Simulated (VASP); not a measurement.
# Ni (Fm-3m) in VASP: a series of runs

Ni is run at these levels: PBE; tasks: single point.

All numbers are computed with VASP 6.6.1; they aren't measurements. Logs are shortened: lines on timing, memory, paths and dates and some standing lists are left out, and cuts for length are marked.

**1. The cell of the first run**

The structure is cubic, space group Fm-3m (No. 225). Conventional cell: a = 3.514 Å, b = 3.514 Å, c = 3.514 Å, α = 90.00°, β = 90.00°, γ = 90.00°. Within 3.3 Å of Ni (site symmetry m-3m) lie 12 Ni at 2.49 Å.

**2. Single point, PBE**

INCAR reads:

```
PREC = Accurate
ENCUT = 520
EDIFF = 1E-7
ISMEAR = 0
SIGMA = 0.6
LREAL = False
LASPH = True
NELM = 100
ALGO = Normal
ISIF = 2
LWAVE = False
LCHARG = False
GGA = PE
NBANDS = 11
```

KPOINTS reads:

```
regular mesh
0
Gamma
  15 15 15
```

POSCAR reads:

```
Ni
1.0
    0.0000000000      1.7572466680      1.7572466680
    1.7572466680      0.0000000000      1.7572466680
    1.7572466680      1.7572466680      0.0000000000
Ni
1
Direct
    0.0000000000      0.0000000000      0.0000000000
```

Potentials or basis: VASP PAW PBE potentials, release 64 (Ni).

On the command line:

```console
$ cat potpaw_PBE.64/Ni/POTCAR > POTCAR
$ mpirun -np 1 vasp_std > vasp.out
```

OUTCAR:

```text
PREC = Accurate
   ENCUT = 520
   EDIFF = 1E-7
   ISMEAR = 0
   LREAL = False
   LASPH = True
   NELM = 100
   ISIF = 2
   GGA = PE

 ion  position               nearest neighbor table
   1  0.000  0.000  0.000-

  LATTYP: Found a face centered cubic cell.
 ALAT       =     3.5144933360

  Lattice vectors:

 A1 = (   0.0000000000,   1.7572466680,   1.7572466680)
 A2 = (   1.7572466680,   0.0000000000,   1.7572466680)
 A3 = (   1.7572466680,   1.7572466680,   0.0000000000)

Analysis of symmetry for initial positions (statically):
=====================================================================
 Subroutine PRICEL returns:
 Original cell was already a primitive cell.

 Routine SETGRP: Setting up the symmetry group for a
 face centered cubic supercell.

 Subroutine GETGRP returns: Found 48 space group operations
 (whereof 48 operations were pure point group operations)
 out of a pool of 48 trial point group operations.

The static configuration has the point symmetry O_h .

Analysis of symmetry for dynamics (positions and initial velocities):
=====================================================================
 Subroutine PRICEL returns:
 Original cell was already a primitive cell.

 Routine SETGRP: Setting up the symmetry group for a
 face centered cubic supercell.

 Subroutine GETGRP returns: Found 48 space group operations
 (whereof 48 operations were pure point group operations)
 out of a pool of 48 trial point group operations.

The dynamic configuration has the point symmetry O_h .

 Subroutine INISYM returns: Found 48 space group operations
 (whereof 48 operations are pure point group operations),
 and found     1 'primitive' translations

----------------------------------------------------------------------------------------

                                     Primitive cell

  volume of cell :      10.8525

  direct lattice vectors                    reciprocal lattice vectors
     0.000000000  1.757246668  1.757246668    -0.284536035  0.284536035  0.284536035
     1.757246668  0.000000000  1.757246668     0.284536035 -0.284536035  0.284536035
     1.757246668  1.757246668  0.000000000     0.284536035  0.284536035 -0.284536035

  length of vectors
     2.485122070  2.485122070  2.485122070     0.492830870  0.492830870  0.492830870

  position of ions in fractional coordinates (direct lattice)
     0.000000000  0.000000000  0.000000000

  ion indices of the primitive-cell ions
   primitive index   ion index
                 1           1

----------------------------------------------------------------------------------------

 KPOINTS: regular mesh

Automatic generation of k-mesh.
 Grid dimensions read from file:
 generate k-points for:   15   15   15

 Generating k-lattice:

  Cartesian coordinates                     Fractional coordinates (reciprocal lattice)
    -0.018969069  0.018969069  0.018969069     0.066666667  0.000000000  0.000000000
     0.018969069 -0.018969069  0.018969069     0.000000000  0.066666667  0.000000000
     0.018969069  0.018969069 -0.018969069     0.000000000  0.000000000  0.066666667

  Length of vectors
     0.032855391  0.032855391  0.032855391

  Shift w.r.t. Gamma in fractional coordinates (k-lattice)
     0.000000000  0.000000000  0.000000000

 Subroutine IBZKPT returns following result:
 ===========================================

 Found    120 irreducible k-points:

 Following reciprocal coordinates:
            Coordinates               Weight
  0.000000  0.000000  0.000000      1.000000
  0.066667  0.000000  0.000000      8.000000
  0.133333  0.000000  0.000000      8.000000
  0.200000  0.000000  0.000000      8.000000
  0.266667  0.000000  0.000000      8.000000
  0.333333  0.000000  0.000000      8.000000
[... 16 lines left out ...]
  0.133333  0.133333  0.000000      6.000000
  0.200000  0.133333  0.000000     24.000000
 [... further k-points ...]
   k-points           NKPTS =    120   k-points in BZ     NKDIM =    120   number of bands    NBANDS=     11
   number of dos      NEDOS =    301   number of ions     NIONS =      1
   total plane-waves  NPLWV =   5832
   dimension x,y,z NGX =    18 NGY =   18 NGZ =   18
   dimension x,y,z NGXF=    36 NGYF=   36 NGZF=   36
   ions per type =               1
   NGX,Y,Z   is equivalent  to a cutoff of  12.04, 12.04, 12.04 a.u.
   NGXF,Y,Z  is equivalent  to a cutoff of  24.08, 24.08, 24.08 a.u.
 SYSTEM =  unknown system
   PREC   = accura    normal or accurate (medium, high low for compatibility)
   ISTART =      0    job   : 0-new  1-cont  2-samecut
   ICHARG =      2    charge: 1-file 2-atom 10-const
   ISPIN  =      1    spin polarized calculation?
   LNONCOLLINEAR =      F non collinear calculations
   LSORBIT =      F    spin-orbit coupling
   LASPH  =      T    aspherical Exc in radial PAW
   ENCUT  =  520.0 eV  38.22 Ry    6.18 a.u.   4.62  4.62  4.62*2*pi/ulx,y,z
   NELM   =    100;   NELMIN=  2; NELMDL= -5     # of ELM steps
   EDIFF  = 0.1E-06   stopping-criterion for ELM
   LREAL  =      F    real-space projection
   EDIFFG = 0.1E-05   stopping-criterion for IOM
   NSW    =      0    number of steps for IOM
   IBRION =     -1    ionic relax: 0-MD 1-quasi-New 2-CG
   NFREE  =      0    steps in history (QN), initial steepest desc. (CG)
   ISIF   =      2    stress and relaxation
   ISYM   =      2    0-nonsym 1-usesym 2-fastsym
   POTIM  = 0.5000    time-step for ionic-motion
   TEBEG  =    0.0;   TEEND  =   0.0 temperature during run
   PSTRESS=    0.0 pullay stress
   NELECT =      10.0000    total number of electrons
   NUPDOWN=      -1.0000    fix difference up-down
   EMIN   =  10.00;   EMAX   =-10.00  energy-range for DOS
   EFERMI =   0.00;   METHOD = LEGACY
   ISMEAR =     0;   SIGMA  =   0.60  broadening in eV -4-tet -1-fermi 0-gaus
   EFERMI_NEDOS =   21; number of points for ismear=-14 and -15
   IALGO  =     38    algorithm
   IMIX   =      4    mixing-type and parameters
     AMIX     =   0.40;   BMIX     =  1.00
     AMIX_MAG =   1.60;   BMIX_MAG =  1.00
  volume/ion in A,a.u.               =      10.85        73.24
  Fermi-wavevector in a.u.,A,eV,Ry     =   1.593060  3.010447 34.529407  2.537840
  Thomas-Fermi vector in A             =   2.691349
   LORBIT       =      0    0 simple, 1 ext, 2 COOP (PROOUT), +10 PAW based schemes
   GGA     = PE    functional components
   LHFCALC =     F    Hartree Fock is set to
   AEXX    =    0.0000 exact exchange contribution
   IVDW    =     0    specifies the selected vdW correction
   LEPSILON=     F    determine dielectric tensor
   LRPA    =     F    only Hartree local field effects (RPA)
 non-spin polarized calculation
 Gauss-broadening in eV      SIGMA  =   0.60
  energy-cutoff  :      520.00
  volume of cell :       10.85
 maximum number of plane-waves:       303
   NGX =  9   NGY =  9   NGZ =  9

 number of electron      10.0000013 magnetization

 Free energy of the ion-electron system (eV)
  ---------------------------------------------------
  ext. energy  EPLUGINS =         0.00000000
  ---------------------------------------------------
  free energy    TOTEN  =        -5.62031120 eV

  energy without entropy =       -5.30000710  energy(sigma->0) =       -5.46015915

 E-fermi :   9.3611     XC(G=0): -13.2716

 val. band max:        9.3549142057   @ k =   0.4667   0.4667   0.0000
 cond. band min:       9.3663264537   @ k =  -0.4667   0.4667   0.0000
 fundamental gap:      0.0114122480
 Fermi energy:         9.3610778480

 k-point     1 :       0.0000    0.0000    0.0000
  band No.  band energies     occupation
      1       0.3671      2.00000
      2       7.3618      2.00000
      3       7.3618      2.00000
      4       7.3618      2.00000
      5       8.4552      1.96726
      6       8.4552      1.96726
      7      33.0798      0.00000
      8      37.0274      0.00000
      9      37.0274      0.00000
     10      37.0274      0.00000
     11      40.0399      0.00000

 k-point     2 :       0.0667    0.0000    0.0000
  band No.  band energies     occupation
      1       0.5413      2.00000
      2       7.3142      2.00000
      3       7.4012      2.00000
      4       7.4012      2.00000
      5       8.4384      1.97035
      6       8.4384      1.97035
      7      32.5049      0.00000
      8      35.1067      0.00000
      9      36.6401      0.00000
     10      36.6401      0.00000
     11      40.6198      0.00000

 k-point     3 :       0.1333    0.0000    0.0000
  band No.  band energies     occupation
      1       1.0534      2.00000
      2       7.1900      2.00000
      3       7.4956      1.99999
      4       7.4956      1.99999
      5       8.4112      1.97483
      6       8.4112      1.97483
      7      29.8541      0.00000
      8      34.0723      0.00000
      9      35.9423      0.00000
     10      35.9423      0.00000
     11      41.1088      0.00000

 k-point     4 :       0.2000    0.0000    0.0000
  band No.  band energies     occupation
      1       1.8651      2.00000
      2       7.0463      2.00000
      3       7.5693      1.99998
      4       7.5693      1.99998
      5       8.4456      1.96906
      6       8.4456      1.96906
      7      26.4494      0.00000
      8      33.6158      0.00000
      9      35.3072      0.00000
     10      35.3072      0.00000
     11      41.1783      0.00000
[... 239 lines left out ...]
 k-point    22 :      -0.0667    0.0667    0.0000
  band No.  band energies     occupation
      1       0.8282      2.00000
      2       7.2287      2.00000
      3       7.4588      1.99999
      4       7.4754      1.99999
      5       8.3576      1.98198
      6       8.4752      1.96321
      7      31.5872      0.00000
      8      33.1597      0.00000
      9      35.7464      0.00000
     10      37.6827      0.00000
     11      40.1398      0.00000

 k-point    23 :       0.1333    0.1333    0.0000
  band No.  band energies     occupation
      1       1.2782      2.00000
      2       7.0348      2.00000
      3       7.6217      1.99996
      4       7.6217      1.99996
      5       8.1653      1.99517
      6       8.5718      1.93716
      7      31.7310      0.00000
      8      32.8676      0.00000
      9      32.8676      0.00000
     10      34.0140      0.00000
     11      40.7234      0.00000

 k-point    24 :       0.2000    0.1333    0.0000
  band No.  band energies     occupation
      1       1.8736      2.00000
      2       6.8731      2.00000
      3       7.7097      1.99990
      4       7.7476      1.99986
      5       8.1085      1.99685
      6       8.6364      1.91239
      7      29.1692      0.00000
      8      31.7537      0.00000
      9      32.1365      0.00000
     10      34.4280      0.00000
     11      38.9819      0.00000

 [... further k-points ...]

------------------------ aborting loop because EDIFF is reached ----------------------------------------

  FORCE on cell =-STRESS in cart. coord.  units (eV):
  Direction    XX          YY          ZZ          XY          YZ          ZX
  --------------------------------------------------------------------------------------
  -------------------------------------------------------------------------------------
  Total        0.1132023      0.1132023      0.1132023     -0.0000000     -0.0000000      0.0000000
  in kB       16.7123615     16.7123615     16.7123615     -0.0000000     -0.0000000      0.0000000
  external PRESSURE =      16.7123615 kB  Pullay stress =       0.0000000 kB

 VOLUME and BASIS-vectors are now :
 -----------------------------------------------------------------------------
  energy-cutoff  :      520.00
  volume of cell :       10.85
      direct lattice vectors                 reciprocal lattice vectors
     0.000000000  1.757246668  1.757246668    -0.284536035  0.284536035  0.284536035
     1.757246668  0.000000000  1.757246668     0.284536035 -0.284536035  0.284536035
     1.757246668  1.757246668  0.000000000     0.284536035  0.284536035 -0.284536035

 POSITION                                       TOTAL-FORCE (eV/Angst)
 -----------------------------------------------------------------------------------
      0.00000      0.00000      0.00000         0.000000      0.000000      0.000000
 -----------------------------------------------------------------------------------
    total drift:                                0.000000     -0.000000      0.000000

  FREE ENERGIE OF THE ION-ELECTRON SYSTEM (eV)
  ---------------------------------------------------
  free  energy   TOTEN  =        -5.6203112004 eV

  energy  without entropy=       -5.3000070986  energy(sigma->0) =       -5.46015915
```

It took 34 s on 1 thread of AMD EPYC 7R13, shared host; peak memory 0.09 GiB.

What came out:

```
Free energy            : -5.6203 eV
Pressure               : 1.7 GPa
Band gap on the k mesh : zero (band 5 reaches 9.37 eV, above the bottom of band 6 at 8.41 eV)
```

Caveat: the run has no spin polarisation, though such a crystal can be magnetic. Spin polarisation is off, so any magnetic state and its effect on volume and gap are missing.

**3. Single point, PBE**

INCAR reads:

```
ALGO     = Normal         # electronic algorithm
EDIFF    = 1E-7           # SCF threshold, eV
ENCUT    = 520            # plane-wave cutoff, eV
GGA      = PE             # functional
ISIF     = 2              # what is computed and relaxed
ISMEAR   = 0              # smearing method
LASPH    = True           # aspherical terms in the spheres
LCHARG   = True           # write CHGCAR
LELF     = True           # ELF
LREAL    = False          # projectors in reciprocal space
LVHAR    = True         
LWAVE    = False          # write WAVECAR
NBANDS   = 11             # bands
NELM     = 100            # most SCF steps
PREC     = Accurate       # precision mode
SIGMA    = 1.0            # smearing width, eV
```

KPOINTS reads:

```
k-points
0
Gamma
  15 15 15
```

POSCAR is that of step 2.

Potentials or basis: VASP PAW PBE potentials, release 64 (Ni).

On the command line:

```console
$ cat potpaw_PBE.64/Ni/POTCAR > POTCAR
$ mpirun -np 1 vasp_std > vasp.out
```

Run time: 33 s. Hardware: 1 thread of AMD EPYC 7R13, shared host; peak memory 0.1 GiB.

Results (log left out):

```yaml
Free_energy: -5.8687 eV
Pressure: 4.3 GPa
Band_gap_on_the_k_mesh: zero (band 5 reaches 9.35 eV, above the bottom of band 6 at 8.39 eV)
```

Levels at points of the mesh, in eV from the Fermi level:
```csv
k point,band 1,band 2,band 3,band 4,band 5,band 6,band 7,band 8,band 9,band 10
"(0.00, 0.00, 0.00)",-9.15,-2.17,-2.17,-2.17,-1.09,-1.09,23.57,27.51,27.51,27.51
```

Caveat: the run has no spin polarisation, though such a crystal can be magnetic. Spin polarisation is off, so any magnetic state and its effect on volume and gap are missing.

**4. Single point, PBE**

INCAR reads:

```
PREC = Accurate
ENCUT = 520
EDIFF = 1E-7
ISMEAR = 1
SIGMA = 0.01
LREAL = F
LASPH = T
NELM = 100
ALGO = Normal
ISIF = 2
LWAVE = F
LCHARG = F
GGA = PE
NBANDS = 11
```

KPOINTS reads:

```
regular mesh
0
Gamma
  15 15 15
```

POSCAR is that of step 3.

On the command line:

```console
$ cat potpaw_PBE.64/Ni/POTCAR > POTCAR
$ mpirun -np 1 vasp_std > vasp.out
```

Run time: 31 s. Hardware: 1 thread of AMD EPYC 7R13, shared host; peak memory 0.1 GiB.

It converged, with:

| Item | Value |
| --- | --- |
| Free energy | -5.4158 eV |
| Pressure | -0.8 GPa |
| Band gap on the k mesh | zero (band 5 reaches 9.38 eV, above the bottom of band 6 at 8.43 eV) |

Levels at points of the mesh, in eV from the Fermi level:
```
           k point  band 2  band 3  band 4  band 5  band 6  band 7  band 8  band 9
(0.00, 0.00, 0.00)   -1.84   -1.84   -1.84   -0.73   -0.73   23.87   27.82   27.82
```

Caveat: the run has no spin polarisation, though such a crystal can be magnetic. Spin polarisation is off, so any magnetic state and its effect on volume and gap are missing.

(Part 1 of 2 ends here.)
